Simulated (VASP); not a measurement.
# CsI (Pm-3m) in VASP: a series of runs

CsI is run at these levels: PBE; tasks: single point.

All numbers are computed with VASP 6.6.1; they aren't measurements. Logs are shortened: lines on timing, memory, paths and dates and some standing lists are left out, and cuts for length are marked.

## 1. The cell of the first run

Symmetry: Pm-3m, No. 221, cubic system. Conventional cell: a = 4.608 Å, b = 4.608 Å, c = 4.608 Å, α = 90.00°, β = 90.00°, γ = 90.00°. Cs (site symmetry m-3m) has 8 I at 3.99 Å and 6 Cs at 4.61 Å within 5.2 Å. I (site symmetry m-3m) has 8 Cs at 3.99 Å and 6 I at 4.61 Å within 5.2 Å.

## 2. Single point, PBE

INCAR

```
SYSTEM = CsI
  PREC = Accurate
  ENCUT = 500
  EDIFF = 1E-6
  ISMEAR = 0
  SIGMA = 0.01
  LREAL = .False.
  LASPH = .True.
  NELM = 120
  ALGO = Normal
  ISIF = 2
  LWAVE = .False.
  LCHARG = .False.
  GGA = PE
  NBANDS = 15
  GGA_COMPAT = .False.
```

KPOINTS

```
Automatic mesh
0
Gamma
  4 4 4
  0 0 0
```

POSCAR

```
CsI
1.0
    4.6081719868      0.0000000000      0.0000000000
    0.0000000000      4.6081719868      0.0000000000
    0.0000000000      0.0000000000      4.6081719868
Cs I
1 1
Direct
    0.0000000000      0.0000000000      0.0000000000
    0.5000000000      0.5000000000      0.5000000000
```

Potentials or basis: VASP PAW PBE potentials, release 64 (Cs_sv, I).

Run with:

```console
$ cat potpaw_PBE.64/Cs_sv/POTCAR potpaw_PBE.64/I/POTCAR > POTCAR
$ mpirun -np 1 vasp_std > vasp.out
```

OUTCAR:

```text
SYSTEM = CsI
   PREC = Accurate
   ENCUT = 500
   EDIFF = 1E-6
   ISMEAR = 0
   LREAL = .False.
   LASPH = .True.
   NELM = 120
   ISIF = 2
   GGA = PE

 ion  position               nearest neighbor table
   1  0.000  0.000  0.000-
   2  0.500  0.500  0.500-

  LATTYP: Found a simple cubic cell.
 ALAT       =     4.6081719868

  Lattice vectors:

 A1 = (   4.6081719868,   0.0000000000,   0.0000000000)
 A2 = (   0.0000000000,   4.6081719868,   0.0000000000)
 A3 = (   0.0000000000,   0.0000000000,   4.6081719868)

Analysis of symmetry for initial positions (statically):
=====================================================================
 Subroutine PRICEL returns:
 Original cell was already a primitive cell.

 Routine SETGRP: Setting up the symmetry group for a
 simple cubic supercell.

 Subroutine GETGRP returns: Found 48 space group operations
 (whereof 48 operations were pure point group operations)
 out of a pool of 48 trial point group operations.

The static configuration has the point symmetry O_h .

Analysis of symmetry for dynamics (positions and initial velocities):
=====================================================================
 Subroutine PRICEL returns:
 Original cell was already a primitive cell.

 Routine SETGRP: Setting up the symmetry group for a
 simple cubic supercell.

 Subroutine GETGRP returns: Found 48 space group operations
 (whereof 48 operations were pure point group operations)
 out of a pool of 48 trial point group operations.

The dynamic configuration has the point symmetry O_h .

 Subroutine INISYM returns: Found 48 space group operations
 (whereof 48 operations are pure point group operations),
 and found     1 'primitive' translations

----------------------------------------------------------------------------------------

                                     Primitive cell

  volume of cell :      97.8557

  direct lattice vectors                    reciprocal lattice vectors
     4.608171987  0.000000000  0.000000000     0.217005789  0.000000000  0.000000000
     0.000000000  4.608171987  0.000000000     0.000000000  0.217005789  0.000000000
     0.000000000  0.000000000  4.608171987     0.000000000  0.000000000  0.217005789

  length of vectors
     4.608171987  4.608171987  4.608171987     0.217005789  0.217005789  0.217005789

  position of ions in fractional coordinates (direct lattice)
     0.000000000  0.000000000  0.000000000
     0.500000000  0.500000000  0.500000000

  ion indices of the primitive-cell ions
   primitive index   ion index
                 1           1
                 2           2

----------------------------------------------------------------------------------------

 KPOINTS: Automatic mesh

Automatic generation of k-mesh.
 Grid dimensions read from file:
 generate k-points for:    4    4    4

 Generating k-lattice:

  Cartesian coordinates                     Fractional coordinates (reciprocal lattice)
     0.054251447  0.000000000  0.000000000     0.250000000  0.000000000  0.000000000
     0.000000000  0.054251447  0.000000000     0.000000000  0.250000000  0.000000000
     0.000000000  0.000000000  0.054251447     0.000000000  0.000000000  0.250000000

  Length of vectors
     0.054251447  0.054251447  0.054251447

  Shift w.r.t. Gamma in fractional coordinates (k-lattice)
     0.000000000  0.000000000  0.000000000

 Subroutine IBZKPT returns following result:
 ===========================================

 Found     10 irreducible k-points:

 Following reciprocal coordinates:
            Coordinates               Weight
  0.000000  0.000000  0.000000      1.000000
  0.250000  0.000000  0.000000      6.000000
  0.500000  0.000000  0.000000      3.000000
  0.250000  0.250000  0.000000     12.000000
  0.500000  0.250000  0.000000     12.000000
  0.500000  0.500000  0.000000      3.000000
  0.250000  0.250000  0.250000      8.000000
  0.500000  0.250000  0.250000     12.000000
  0.500000  0.500000  0.250000      6.000000
  0.500000  0.500000  0.500000      1.000000
   k-points           NKPTS =     10   k-points in BZ     NKDIM =     10   number of bands    NBANDS=     15
   number of dos      NEDOS =    301   number of ions     NIONS =      2
   total plane-waves  NPLWV =  46656
   dimension x,y,z NGX =    36 NGY =   36 NGZ =   36
   dimension x,y,z NGXF=    72 NGYF=   72 NGZF=   72
   ions per type =               1   1
   NGX,Y,Z   is equivalent  to a cutoff of  12.99, 12.99, 12.99 a.u.
   NGXF,Y,Z  is equivalent  to a cutoff of  25.97, 25.97, 25.97 a.u.
 SYSTEM =  CsI
   PREC   = accura    normal or accurate (medium, high low for compatibility)
   ISTART =      0    job   : 0-new  1-cont  2-samecut
   ICHARG =      2    charge: 1-file 2-atom 10-const
   ISPIN  =      1    spin polarized calculation?
   LNONCOLLINEAR =      F non collinear calculations
   LSORBIT =      F    spin-orbit coupling
   LASPH  =      T    aspherical Exc in radial PAW
   ENCUT  =  500.0 eV  36.75 Ry    6.06 a.u.   8.40  8.40  8.40*2*pi/ulx,y,z
   NELM   =    120;   NELMIN=  2; NELMDL= -5     # of ELM steps
   EDIFF  = 0.1E-05   stopping-criterion for ELM
   LREAL  =      F    real-space projection
   EDIFFG = 0.1E-04   stopping-criterion for IOM
   NSW    =      0    number of steps for IOM
   IBRION =     -1    ionic relax: 0-MD 1-quasi-New 2-CG
   NFREE  =      0    steps in history (QN), initial steepest desc. (CG)
   ISIF   =      2    stress and relaxation
   ISYM   =      2    0-nonsym 1-usesym 2-fastsym
   POTIM  = 0.5000    time-step for ionic-motion
   TEBEG  =    0.0;   TEEND  =   0.0 temperature during run
   PSTRESS=    0.0 pullay stress
   NELECT =      16.0000    total number of electrons
   NUPDOWN=      -1.0000    fix difference up-down
   EMIN   =  10.00;   EMAX   =-10.00  energy-range for DOS
   EFERMI =   0.00;   METHOD = LEGACY
   ISMEAR =     0;   SIGMA  =   0.01  broadening in eV -4-tet -1-fermi 0-gaus
   EFERMI_NEDOS =   21; number of points for ismear=-14 and -15
   IALGO  =     38    algorithm
   IMIX   =      4    mixing-type and parameters
     AMIX     =   0.40;   BMIX     =  1.00
     AMIX_MAG =   1.60;   BMIX_MAG =  1.00
  volume/ion in A,a.u.               =      48.93       330.18
  Fermi-wavevector in a.u.,A,eV,Ry     =   0.895199  1.691680 10.903448  0.801381
[... 40 lines left out ...]
      6       0.5648      2.00000
      7       0.5648      2.00000
      8       0.5648      2.00000
      9       4.4448      0.00000
     10       4.8753      0.00000
     11       4.8753      0.00000
     12       8.3566      0.00000
     13       8.3566      0.00000
     14       8.3566      0.00000
     15      10.7633      0.00000

 k-point     2 :       0.2500    0.0000    0.0000
  band No.  band energies     occupation
      1     -19.7611      2.00000
      2      -9.9611      2.00000
      3      -6.5488      2.00000
      4      -6.4477      2.00000
      5      -6.4477      2.00000
      6      -0.2464      2.00000
      7       0.4979      2.00000
      8       0.4979      2.00000
      9       5.2323      0.00000
     10       5.5521      0.00000
     11       6.0619      0.00000
     12       8.2583      0.00000
     13       8.2583      0.00000
     14       8.6153      0.00000
     15       8.8718      0.00000

 k-point     3 :       0.5000    0.0000    0.0000
  band No.  band energies     occupation
      1     -19.7501      2.00000
      2      -9.9667      2.00000
      3      -6.6080      2.00000
      4      -6.4190      2.00000
      5      -6.4190      2.00000
      6      -0.8397      2.00000
      7       0.4281      2.00000
      8       0.4281      2.00000
      9       5.8612      0.00000
     10       7.0284      0.00000
     11       7.2632      0.00000
     12       7.4874      0.00000
     13       8.4685      0.00000
     14       8.4685      0.00000
     15       8.9765      0.00000

 k-point     4 :       0.2500    0.2500    0.0000
  band No.  band energies     occupation
      1     -19.7507      2.00000
      2      -9.9234      2.00000
      3      -6.6461      2.00000
      4      -6.5190      2.00000
      5      -6.4246      2.00000
      6      -0.2542      2.00000
      7       0.1176      2.00000
      8       0.5191      2.00000
      9       5.6499      0.00000
     10       5.8394      0.00000
     11       6.7052      0.00000
     12       7.3805      0.00000
     13       8.2011      0.00000
     14       8.5306      0.00000
     15       9.2667      0.00000

 k-point     5 :       0.5000    0.2500    0.0000
  band No.  band energies     occupation
      1     -19.7403      2.00000
      2      -9.8866      2.00000
      3      -6.7037      2.00000
      4      -6.6222      2.00000
      5      -6.4012      2.00000
      6      -0.5181      2.00000
      7       0.0878      2.00000
      8       0.5378      2.00000
      9       5.5906      0.00000
     10       6.1418      0.00000
     11       7.4035      0.00000
     12       7.4450      0.00000
     13       7.5133      0.00000
     14       8.8001      0.00000
     15       9.5971      0.00000

 k-point     6 :       0.5000    0.5000    0.0000
  band No.  band energies     occupation
      1     -19.7304      2.00000
      2      -9.8000      2.00000
      3      -6.8085      2.00000
      4      -6.8085      2.00000
      5      -6.3832      2.00000
      6      -0.1833      2.00000
      7      -0.1833      2.00000
      8       0.6574      2.00000
      9       4.9014      0.00000
     10       5.5656      0.00000
     11       6.7462      0.00000
     12       6.7462      0.00000
     13      10.0553      0.00000
     14      10.1466      0.00000
     15      10.2201      0.00000

 k-point     7 :       0.2500    0.2500    0.2500
  band No.  band energies     occupation
      1     -19.7407      2.00000
      2      -9.8730      2.00000
      3      -6.6074      2.00000
      4      -6.6074      2.00000
      5      -6.5361      2.00000
      6      -0.0466      2.00000
      7      -0.0083      2.00000
      8      -0.0083      2.00000
      9       6.6019      0.00000
     10       6.6019      0.00000
     11       6.7425      0.00000
     12       6.9113      0.00000
     13       7.6093      0.00000
     14       7.6093      0.00000
     15      10.8945      0.00000

 k-point     8 :       0.5000    0.2500    0.2500
  band No.  band energies     occupation
      1     -19.7307      2.00000
      2      -9.8214      2.00000
      3      -6.7287      2.00000
      4      -6.6060      2.00000
      5      -6.5677      2.00000
      6      -0.4395      2.00000
      7      -0.1358      2.00000
      8       0.1854      2.00000
      9       6.1381      0.00000
     10       6.4507      0.00000
     11       6.5859      0.00000
     12       7.9275      0.00000
     13       8.3986      0.00000
     14       8.5246      0.00000
     15      10.2718      0.00000

 k-point     9 :       0.5000    0.5000    0.2500
  band No.  band energies     occupation
      1     -19.7211      2.00000
      2      -9.7526      2.00000
      3      -6.7597      2.00000
      4      -6.7597      2.00000
      5      -6.5510      2.00000
      6      -0.3878      2.00000
      7      -0.3878      2.00000
      8      -0.0508      2.00000
      9       5.9759      0.00000
     10       6.9674      0.00000
     11       7.0421      0.00000
     12       7.0421      0.00000
     13       9.5057      0.00000
     14       9.5057      0.00000
     15      10.2252      0.00000

 k-point    10 :       0.5000    0.5000    0.5000
  band No.  band energies     occupation
      1     -19.7117      2.00000
      2      -9.7037      2.00000
      3      -6.7090      2.00000
      4      -6.7090      2.00000
      5      -6.7090      2.00000
      6      -0.5862      2.00000
      7      -0.5862      2.00000
      8      -0.5862      2.00000
      9       7.7445      0.00000
     10       7.7445      0.00000
     11       7.7445      0.00000
     12       8.3902      0.00000
     13       8.3902      0.00000
     14       8.3902      0.00000
     15      10.3067      0.00000

------------------------ aborting loop because EDIFF is reached ----------------------------------------

  FORCE on cell =-STRESS in cart. coord.  units (eV):
  Direction    XX          YY          ZZ          XY          YZ          ZX
  --------------------------------------------------------------------------------------
  -------------------------------------------------------------------------------------
  Total        0.2766406      0.2766406      0.2766406      0.0000000      0.0000000      0.0000000
  in kB        4.5293977      4.5293977      4.5293977      0.0000000      0.0000000      0.0000000
  external PRESSURE =       4.5293977 kB  Pullay stress =       0.0000000 kB

 VOLUME and BASIS-vectors are now :
 -----------------------------------------------------------------------------
  energy-cutoff  :      500.00
  volume of cell :       97.86
      direct lattice vectors                 reciprocal lattice vectors
     4.608171987  0.000000000  0.000000000     0.217005789  0.000000000  0.000000000
     0.000000000  4.608171987  0.000000000     0.000000000  0.217005789  0.000000000
     0.000000000  0.000000000  4.608171987     0.000000000  0.000000000  0.217005789

 POSITION                                       TOTAL-FORCE (eV/Angst)
 -----------------------------------------------------------------------------------
      0.00000      0.00000      0.00000         0.000000      0.000000      0.000000
      2.30409      2.30409      2.30409         0.000000      0.000000      0.000000
 -----------------------------------------------------------------------------------
    total drift:                               -0.000000      0.000000      0.000000

  FREE ENERGIE OF THE ION-ELECTRON SYSTEM (eV)
  ---------------------------------------------------
  free  energy   TOTEN  =        -5.4350137235 eV

  energy  without entropy=       -5.4350137235  energy(sigma->0) =       -5.43501372
```

It took 25 s on 1 thread of AMD EPYC 7R13, shared host; peak memory 0.17 GiB.

What came out:

```
Free energy            : -5.4350 eV
Pressure               : 0.5 GPa
Band gap on the k mesh : 3.79 eV, indirect (least direct gap 3.88 eV)
```

Levels at points of the mesh, in eV from the valence-band top:
| k point | band 4 | band 5 | band 6 | band 7 | band 8 | band 9 | band 10 | band 11 | band 12 | band 13 |
| --- | --- | --- | --- | --- | --- | --- | --- | --- | --- | --- |
| (0.00, 0.00, 0.00) | -7.13 | -7.13 | -0.09 | -0.09 | -0.09 | 3.79 | 4.22 | 4.22 | 7.70 | 7.70 |
| (0.50, 0.00, 0.00) | -7.08 | -7.08 | -1.50 | -0.23 | -0.23 | 5.20 | 6.37 | 6.61 | 6.83 | 7.81 |
| (0.50, 0.50, 0.00) | -7.47 | -7.04 | -0.84 | -0.84 | 0.00 | 4.24 | 4.91 | 6.09 | 6.09 | 9.40 |
| (0.50, 0.50, 0.50) | -7.37 | -7.37 | -1.24 | -1.24 | -1.24 | 7.09 | 7.09 | 7.09 | 7.73 | 7.73 |

Caveat: spin-orbit coupling is left out, which moves the levels of the heavy elements. A k mesh can miss the band edges.

## 3. Single point, PBE (volume changed by -10%)

INCAR

```
PREC     = Accurate       # precision mode
ENCUT    = 500            # plane-wave cutoff, eV
EDIFF    = 1E-6           # SCF threshold, eV
ISMEAR   = 0              # smearing method
SIGMA    = 0.01           # smearing width, eV
LREAL    = F              # projectors in reciprocal space
LASPH    = T              # aspherical terms in the spheres
NELM     = 120            # most SCF steps
ALGO     = Normal         # electronic algorithm
ISIF     = 2              # what is computed and relaxed
LWAVE    = F              # write WAVECAR
LCHARG   = F              # write CHGCAR
GGA      = PE             # functional
NBANDS   = 15             # bands
GGA_COMPAT= F
```

KPOINTS

```
regular mesh
0
Gamma
  4 4 4
```

POSCAR

```
CsI
1.0
    4.4491411357      0.0000000000      0.0000000000
    0.0000000000      4.4491411357      0.0000000000
    0.0000000000      0.0000000000      4.4491411357
Cs I
1 1
Direct
    0.0000000000      0.0000000000      0.0000000000
    0.5000000000      0.5000000000      0.5000000000
```

Potentials or basis: VASP PAW PBE potentials, release 64 (Cs_sv, I).

Run with:

```console
$ cat potpaw_PBE.64/Cs_sv/POTCAR potpaw_PBE.64/I/POTCAR > POTCAR
$ mpirun -np 1 vasp_std > vasp.out
```

It took 14 s on 1 thread of Intel Xeon Platinum 8259CL at 2.50GHz (Skylake/Cascade Lake), shared host; peak memory 0.17 GiB.

Results (log left out):

```
Free energy            : -5.3612 eV
Pressure               : 2.1 GPa
Band gap on the k mesh : 4.04 eV, indirect (least direct gap 4.12 eV)
```

Levels at points of the mesh, in eV from the valence-band top:
| k point | band 4 | band 5 | band 6 | band 7 | band 8 | band 9 | band 10 | band 11 | band 12 | band 13 |
| --- | --- | --- | --- | --- | --- | --- | --- | --- | --- | --- |
| (0.00, 0.00, 0.00) | -7.00 | -7.00 | -0.07 | -0.07 | -0.07 | 4.04 | 4.04 | 4.15 | 7.92 | 7.92 |
| (0.50, 0.00, 0.00) | -6.91 | -6.91 | -1.76 | -0.29 | -0.29 | 5.15 | 6.76 | 6.83 | 7.09 | 8.16 |
| (0.50, 0.50, 0.00) | -7.47 | -6.86 | -0.91 | -0.91 | 0.00 | 4.22 | 4.95 | 6.11 | 6.11 | 9.94 |
| (0.50, 0.50, 0.50) | -7.31 | -7.31 | -1.52 | -1.52 | -1.52 | 7.43 | 7.43 | 7.43 | 8.24 | 8.24 |

Caveat: spin-orbit coupling is left out, which moves the levels of the heavy elements. A k mesh can miss the band edges.

## 4. Single point, PBE (volume changed by -5%)

INCAR

```
  PREC = Accurate
  ENCUT = 500
  EDIFF = 1E-6
  ISMEAR = 0
  SIGMA = 0.01
  LREAL = F
  LASPH = T
  NELM = 120
  ALGO = Normal
  ISIF = 2
  LWAVE = F
  LCHARG = F
  GGA = PE
  NBANDS = 15
  GGA_COMPAT = F
```

KPOINTS is that of step 3.

POSCAR

```
CsI
1.0
    4.5300522852      0.0000000000      0.0000000000
    0.0000000000      4.5300522852      0.0000000000
    0.0000000000      0.0000000000      4.5300522852
Cs I
1 1
Direct
    0.0000000000      0.0000000000      0.0000000000
    0.5000000000      0.5000000000      0.5000000000
```

Run with:

```console
$ cat potpaw_PBE.64/Cs_sv/POTCAR potpaw_PBE.64/I/POTCAR > POTCAR
$ mpirun -np 1 vasp_std > vasp.out
```

Wall time 17 s (1 thread of Intel Xeon Platinum 8259CL at 2.50GHz (Skylake/Cascade Lake), shared host); peak memory 0.2 GiB.

The run converged. Its results:

| Item | Value |
| --- | --- |
| Free energy | -5.4106 eV |
| Pressure | 1.2 GPa |
| Band gap on the k mesh | 3.96 eV, indirect (least direct gap 4.04 eV) |

Levels at points of the mesh, in eV from the valence-band top:
| k point | band 4 | band 5 | band 6 | band 7 | band 8 | band 9 | band 10 | band 11 | band 12 | band 13 |
| --- | --- | --- | --- | --- | --- | --- | --- | --- | --- | --- |
| (0.00, 0.00, 0.00) | -7.06 | -7.06 | -0.08 | -0.08 | -0.08 | 3.96 | 4.14 | 4.14 | 7.81 | 7.81 |
| (0.50, 0.00, 0.00) | -6.99 | -6.99 | -1.62 | -0.26 | -0.26 | 5.18 | 6.59 | 6.80 | 6.84 | 7.98 |
| (0.50, 0.50, 0.00) | -7.46 | -6.95 | -0.88 | -0.88 | 0.00 | 4.24 | 4.93 | 6.10 | 6.10 | 9.66 |
| (0.50, 0.50, 0.50) | -7.33 | -7.33 | -1.37 | -1.37 | -1.37 | 7.25 | 7.25 | 7.25 | 7.97 | 7.97 |

Caveat: spin-orbit coupling is left out, which moves the levels of the heavy elements. A k mesh can miss the band edges.

## 5. The runs side by side

```tsv
cell	gap on the mesh (eV)	pressure (GPa)
a = 4.608 Å, 2 atoms	3.79	0.5
a = 4.449 Å, 2 atoms	4.04	2.1
a = 4.530 Å, 2 atoms	3.96	1.2
```

Alike in all rows: task single point; level PBE; potentials or basis VASP PAW PBE potentials, release 64 (Cs_sv, I); no spin polarisation; k mesh 4 × 4 × 4; cutoff (eV) 500; smearing gaussian 0.01 eV.

Caveats: spin-orbit coupling is left out, which moves the levels of the heavy elements.

Absolute energies hang on the potentials; compare differences alone.
